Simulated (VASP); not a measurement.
# Be7S (Pm-3m) in VASP: notebook, part 2 of 3

VASP 6.6.1.

## Step 3: Relaxation of cell and atoms, PBE

This run uses another cell than the first one, of 10.81 Å³/atom.

File INCAR:

```
SYSTEM = Be7S
PREC     = Accurate       ! precision mode
ENCUT    = 600            ! plane-wave cutoff, eV
EDIFF    = 1E-7           ! SCF threshold, eV
ISMEAR   = 0              ! smearing method
SIGMA    = 0.2            ! smearing width, eV
LREAL    = .False.        ! projectors in reciprocal space
LASPH    = .True.         ! aspherical terms in the spheres
NELM     = 120            ! most SCF steps
ALGO     = Normal         ! electronic algorithm
ISIF     = 3              ! what is computed and relaxed
LWAVE    = .False.        ! write WAVECAR
LCHARG   = .False.        ! write CHGCAR
GGA      = PE             ! functional
IBRION   = 2              ! ionic algorithm
NSW      = 36             ! ionic steps
EDIFFG   = -0.08          ! ionic threshold
GGA_COMPAT= .False.      
NELMIN   = 4
```

File KPOINTS:

```
Automatic mesh
0
Gamma
  4 4 4
  0 0 0
```

File POSCAR:

```
Be7S
1.0
    4.4220284600      0.0000000000      0.0000000000
    0.0000000000      4.4220284600      0.0000000000
    0.0000000000      0.0000000000      4.4220284600
Be S
7 1
Direct
    0.6713996900      0.0000000000      0.0000000000
    0.3286003100      0.0000000000      0.0000000000
    0.0000000000      0.6713996900      0.0000000000
    0.0000000000      0.3286003100      0.0000000000
    0.0000000000      0.0000000000      0.6713996900
    0.0000000000      0.0000000000      0.3286003100
    0.0000000000      0.0000000000      0.0000000000
    0.5000000000      0.5000000000      0.5000000000
```

Potentials or basis: VASP PAW PBE potentials, release 64 (Be, S).

Run with:

```sh
$ cat potpaw_PBE.64/Be/POTCAR potpaw_PBE.64/S/POTCAR > POTCAR
$ mpirun -np 1 vasp_std > vasp.out
```

OUTCAR:

```text
SYSTEM = Be7S
   PREC = Accurate
   ENCUT = 600
   EDIFF = 1E-7
   ISMEAR = 0
   LREAL = .False.
   LASPH = .True.
   NELM = 120
   ISIF = 3
   GGA = PE
   IBRION = 2
   NSW = 36
   EDIFFG = -0.08
   NELMIN = 4

 ion  position               nearest neighbor table
   1  0.671  0.000  0.000-   7 1.45   2 1.52   4 2.05   5 2.05   6 2.05   3 2.05
   2  0.329  0.000  0.000-   7 1.45   1 1.52   4 2.05   5 2.05   6 2.05   3 2.05
   3  0.000  0.671  0.000-   7 1.45   4 1.52   1 2.05   5 2.05   6 2.05   2 2.05
   4  0.000  0.329  0.000-   7 1.45   3 1.52   1 2.05   5 2.05   6 2.05   2 2.05
   5  0.000  0.000  0.671-   7 1.45   6 1.52   3 2.05   4 2.05   1 2.05   2 2.05
   6  0.000  0.000  0.329-   7 1.45   5 1.52   3 2.05   4 2.05   1 2.05   2 2.05
   7  0.000  0.000  0.000-   1 1.45   2 1.45   3 1.45   4 1.45   5 1.45   6 1.45
   8  0.500  0.500  0.500-

  LATTYP: Found a simple cubic cell.
 ALAT       =     4.4220284600

  Lattice vectors:

 A1 = (   4.4220284600,   0.0000000000,   0.0000000000)
 A2 = (   0.0000000000,   4.4220284600,   0.0000000000)
 A3 = (   0.0000000000,   0.0000000000,   4.4220284600)

Analysis of symmetry for initial positions (statically):
=====================================================================
 Subroutine PRICEL returns:
 Original cell was already a primitive cell.

 Routine SETGRP: Setting up the symmetry group for a
 simple cubic supercell.

 Subroutine GETGRP returns: Found 48 space group operations
 (whereof 48 operations were pure point group operations)
 out of a pool of 48 trial point group operations.

The static configuration has the point symmetry O_h .

Analysis of symmetry for dynamics (positions and initial velocities):
=====================================================================
 Subroutine PRICEL returns:
 Original cell was already a primitive cell.

 Routine SETGRP: Setting up the symmetry group for a
 simple cubic supercell.

 Subroutine GETGRP returns: Found 48 space group operations
 (whereof 48 operations were pure point group operations)
 out of a pool of 48 trial point group operations.

The dynamic configuration has the point symmetry O_h .

 Subroutine INISYM returns: Found 48 space group operations
 (whereof 48 operations are pure point group operations),
 and found     1 'primitive' translations

----------------------------------------------------------------------------------------

                                     Primitive cell

  volume of cell :      86.4698

  direct lattice vectors                    reciprocal lattice vectors
     4.422028460  0.000000000  0.000000000     0.226140562  0.000000000  0.000000000
     0.000000000  4.422028460  0.000000000     0.000000000  0.226140562  0.000000000
     0.000000000  0.000000000  4.422028460     0.000000000  0.000000000  0.226140562

  length of vectors
     4.422028460  4.422028460  4.422028460     0.226140562  0.226140562  0.226140562

  position of ions in fractional coordinates (direct lattice)
     0.671399690  0.000000000  0.000000000
     0.328600310  0.000000000  0.000000000
     0.000000000  0.671399690  0.000000000
     0.000000000  0.328600310  0.000000000
     0.000000000  0.000000000  0.671399690
     0.000000000  0.000000000  0.328600310
     0.000000000  0.000000000  0.000000000
     0.500000000  0.500000000  0.500000000

  ion indices of the primitive-cell ions
   primitive index   ion index
                 1           1
                 2           2
                 3           3
[... 26 lines left out ...]

 Subroutine IBZKPT returns following result:
 ===========================================

 Found     10 irreducible k-points:

 Following reciprocal coordinates:
            Coordinates               Weight
  0.000000  0.000000  0.000000      1.000000
  0.250000  0.000000  0.000000      6.000000
  0.500000  0.000000  0.000000      3.000000
  0.250000  0.250000  0.000000     12.000000
  0.500000  0.250000  0.000000     12.000000
  0.500000  0.500000  0.000000      3.000000
  0.250000  0.250000  0.250000      8.000000
  0.500000  0.250000  0.250000     12.000000
  0.500000  0.500000  0.250000      6.000000
  0.500000  0.500000  0.500000      1.000000
   k-points           NKPTS =     10   k-points in BZ     NKDIM =     10   number of bands    NBANDS=     15
   number of dos      NEDOS =    301   number of ions     NIONS =      8
   total plane-waves  NPLWV =  46656
   dimension x,y,z NGX =    36 NGY =   36 NGZ =   36
   dimension x,y,z NGXF=    72 NGYF=   72 NGZF=   72
   ions per type =               7   1
   NGX,Y,Z   is equivalent  to a cutoff of  13.53, 13.53, 13.53 a.u.
   NGXF,Y,Z  is equivalent  to a cutoff of  27.07, 27.07, 27.07 a.u.
 SYSTEM =  Be7S
   PREC   = accura    normal or accurate (medium, high low for compatibility)
   ISTART =      0    job   : 0-new  1-cont  2-samecut
   ICHARG =      2    charge: 1-file 2-atom 10-const
   ISPIN  =      1    spin polarized calculation?
   LNONCOLLINEAR =      F non collinear calculations
   LSORBIT =      F    spin-orbit coupling
   LASPH  =      T    aspherical Exc in radial PAW
   ENCUT  =  600.0 eV  44.10 Ry    6.64 a.u.   8.83  8.83  8.83*2*pi/ulx,y,z
   NELM   =    120;   NELMIN=  4; NELMDL= -5     # of ELM steps
   EDIFF  = 0.1E-06   stopping-criterion for ELM
   LREAL  =      F    real-space projection
   EDIFFG = -.8E-01   stopping-criterion for IOM
   NSW    =     36    number of steps for IOM
   IBRION =      2    ionic relax: 0-MD 1-quasi-New 2-CG
   NFREE  =      1    steps in history (QN), initial steepest desc. (CG)
   ISIF   =      3    stress and relaxation
   ISYM   =      2    0-nonsym 1-usesym 2-fastsym
   POTIM  = 0.5000    time-step for ionic-motion
   TEBEG  =    0.0;   TEEND  =   0.0 temperature during run
   PSTRESS=    0.0 pullay stress
   NELECT =      20.0000    total number of electrons
   NUPDOWN=      -1.0000    fix difference up-down
   EMIN   =  10.00;   EMAX   =-10.00  energy-range for DOS
   EFERMI =   0.00;   METHOD = LEGACY
   ISMEAR =     0;   SIGMA  =   0.20  broadening in eV -4-tet -1-fermi 0-gaus
   EFERMI_NEDOS =   21; number of points for ismear=-14 and -15
   IALGO  =     38    algorithm
   IMIX   =      4    mixing-type and parameters
     AMIX     =   0.40;   BMIX     =  1.00
     AMIX_MAG =   1.60;   BMIX_MAG =  1.00
  volume/ion in A,a.u.               =      10.81        72.94
  Fermi-wavevector in a.u.,A,eV,Ry     =   1.004916  1.899017 13.739940  1.009857
  Thomas-Fermi vector in A             =   2.137563
   LORBIT       =      0    0 simple, 1 ext, 2 COOP (PROOUT), +10 PAW based schemes
   GGA     = PE    functional components
   LHFCALC =     F    Hartree Fock is set to
   AEXX    =    0.0000 exact exchange contribution
   IVDW    =     0    specifies the selected vdW correction
   LEPSILON=     F    determine dielectric tensor
   LRPA    =     F    only Hartree local field effects (RPA)
 conjugate gradient relaxation of ions
 non-spin polarized calculation
 Gauss-broadening in eV      SIGMA  =   0.20
  energy-cutoff  :      600.00
  volume of cell :       86.47
 maximum number of plane-waves:      2945
 NGX is ok and might be reduce to    36
   NGX = 17   NGY = 17   NGZ = 17

--------------------------------------- Ionic step        1  -------------------------------------------

 number of electron      20.0000001 magnetization

 Free energy of the ion-electron system (eV)
  ---------------------------------------------------
  ext. energy  EPLUGINS =         0.00000000
  ---------------------------------------------------
  free energy    TOTEN  =        -4.70645419 eV

  energy without entropy =       -4.59986288  energy(sigma->0) =       -4.65315854

 E-fermi :   3.4479     XC(G=0):  -9.5419

 val. band max:        3.4300804139   @ k =   0.5000   0.5000   0.2500
 cond. band min:       3.5406364735   @ k =   0.5000   0.5000   0.5000
 fundamental gap:      0.1105560596
 Fermi energy:         3.4478844042

 k-point     1 :       0.0000    0.0000    0.0000
  band No.  band energies     occupation
      1      -8.7532      2.00000
      2      -3.3892      2.00000
      3      -0.8590      2.00000
      4      -0.8590      2.00000
      5      -0.8590      2.00000
      6       1.9155      2.00000
      7       2.5947      2.00000
      8       2.5948      2.00000
      9       2.6543      2.00000
     10       2.6543      2.00000
     11       2.6543      2.00000
     12       7.0111      0.00000
     13       7.0113      0.00000
     14       7.0113      0.00000
[... 454 lines left out ...]
--------------------------------------- Ionic step        8  -------------------------------------------

 number of electron      19.9999998 magnetization

 Free energy of the ion-electron system (eV)
  ---------------------------------------------------
  ext. energy  EPLUGINS =         0.00000000
  ---------------------------------------------------
  free energy    TOTEN  =       -17.44425259 eV

  energy without entropy =      -17.25084366  energy(sigma->0) =      -17.34754813

 E-fermi :  -0.9728     XC(G=0):  -6.7602

 val. band max:       -0.9868432573   @ k =   0.5000   0.0000   0.0000
 cond. band min:      -0.9370839730   @ k =   0.2500   0.0000   0.0000
 fundamental gap:      0.0497592843
 Fermi energy:        -0.9727761464

 k-point     1 :       0.0000    0.0000    0.0000
  band No.  band energies     occupation
      1     -11.1943      2.00000
      2      -7.0196      2.00000
      3      -3.4881      2.00000
      4      -3.4881      2.00000
      5      -3.4881      2.00000
      6      -2.3196      2.00000
      7      -2.1888      2.00000
      8      -2.1888      2.00000
      9      -1.1162      1.68943
     10      -1.1162      1.68942
     11      -1.1162      1.68942
     12       1.8148      0.00000
     13       1.8148      0.00000
     14       1.8148      0.00000
[... 196 lines left out ...]
  FREE ENERGIE OF THE ION-ELECTRON SYSTEM (eV)
  ---------------------------------------------------
  free  energy   TOTEN  =       -17.4442525871 eV

  energy  without entropy=      -17.2508436637  energy(sigma->0) =      -17.34754813

 reached required accuracy - stopping structural energy minimisation
```

Wall time 2.5 min (1 thread of Intel Xeon 8259CL, shared host); peak memory 0.2 GiB.

Results:

- Free energy: -17.4443 eV
- Relaxed volume: 24.44 Å³/atom
- Relaxed cell: a = 5.804 Å, b = 5.804 Å, c = 5.804 Å, α = 90.00°, β = 90.00°, γ = 90.00°
- Space group after relaxing (to 0.1 Å): Pm-3m (No. 221)
- Energy gained by relaxing: 1592.2 meV/atom
- Ionic steps: 8
- Pressure after relaxing: 0.0 GPa
- Band gap on the k mesh: zero (bands 10 and 11 overlap by 0.28 eV)

The path:
| step | energy change (eV) | largest force (eV/Å) | pressure (GPa) | volume (Å³) |
| --- | --- | --- | --- | --- |
| 1 | 0.0000 | 0.7083 | 67.07 | 86.47 |
| 2 | -11.9660 | 0.6809 | 7.18 | 156.36 |
| 3 | -12.5305 | 0.7572 | 2.74 | 176.43 |
| 4 | -12.4250 | 0.7931 | -2.13 | 221.60 |
| 5 | -12.6489 | 0.8013 | -0.04 | 196.61 |
| 6 | -12.6516 | 0.7998 | 0.27 | 193.80 |
| 7 | -12.7349 | 0.1498 | -0.03 | 195.84 |
| 8 | -12.7378 | 0.0002 | 0.00 | 195.52 |

Final structure:
```
Be S
1.0
     5.80407    0.00000    0.00000
     0.00000    5.80407    0.00000
     0.00000    0.00000    5.80407
Be S
7 1
Direct
  0.67575 0.00000 0.00000
  0.32425 0.00000 0.00000
  0.00000 0.67575 0.00000
  0.00000 0.32425 0.00000
  0.00000 0.00000 0.67575
  0.00000 0.00000 0.32425
  0.00000 0.00000 0.00000
  0.50000 0.50000 0.50000
```

Levels at points of the mesh, in eV from the Fermi level:
```tsv
k point	band 7	band 8	band 9	band 10	band 11	band 12	band 13	band 14
(0.00, 0.00, 0.00)	-1.22	-1.22	-0.14	-0.14	-0.14	2.79	2.79	2.79
(0.50, 0.00, 0.00)	-1.15	-0.35	-0.35	-0.01	0.18	1.67	1.67	2.86
(0.50, 0.50, 0.00)	-0.27	-0.27	-0.20	0.14	0.14	0.33	1.36	1.36
(0.50, 0.50, 0.50)	-0.85	-0.85	0.07	0.07	0.07	1.24	1.24	1.24
```

Caveat: the volume moved by over 15 % at a fixed basis, so the end points are rough; semilocal functionals underestimate gaps, and a narrow one can read as zero.

(Part 2 of 3 ends here.)

The gap in the log of VASP goes by the Fermi energy; the results here count the filled bands.